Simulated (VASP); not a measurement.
Input of a VASP 6.6.1 run:

File INCAR:

```
PREC = Accurate
ENCUT = 520
EDIFF = 1E-6
ISMEAR = 0
SIGMA = 0.1
LREAL = False
LASPH = True
NELM = 60
ALGO = Normal
ISIF = 2
LWAVE = False
LCHARG = True
GGA = PS
LELF = True
LVHAR = True
ISYM = 0
NBANDS = 24
```

KPOINTS

```
regular mesh
0
Gamma
  7 6 26
```

Contents of POSCAR:

```
TaN
1.0
    5.0047014719      0.0000000000      0.0000000000
    0.0000000000      6.5343660552      0.0000000000
    2.5023507359     -0.6388540375      1.2958080827
Ta N
2 2
Direct
    0.0000000000      0.0000000000      0.0000000000
    0.5000000000      0.5000000000      0.0000000000
    0.4166666667      0.2500000000      0.5000000000
    0.5833333333      0.7500000000      0.5000000000
```

Potentials or basis: VASP PAW PBE potentials, release 64 (Ta_pv, N).

Command:

```console
$ cat potpaw_PBE.64/Ta_pv/POTCAR potpaw_PBE.64/N/POTCAR > POTCAR
$ mpirun -np 1 vasp_std > vasp.out
```

Predict the pressure.

0.9 GPa.

Estimate the band gap on the k mesh.

zero (bands 16 and 17 overlap by 1.22 eV).

Forces in eV/Å, atoms in the order of the input:
```
Ta   0.000  0.000  0.000
Ta   0.000  0.000  0.000
N   -0.001  0.002 -0.001
N    0.001 -0.002  0.001
```

Caveat: the PAW data sets were made with another functional, which shifts forces and pressure a little; spin-orbit coupling is left out, which moves the levels of the heavy elements.
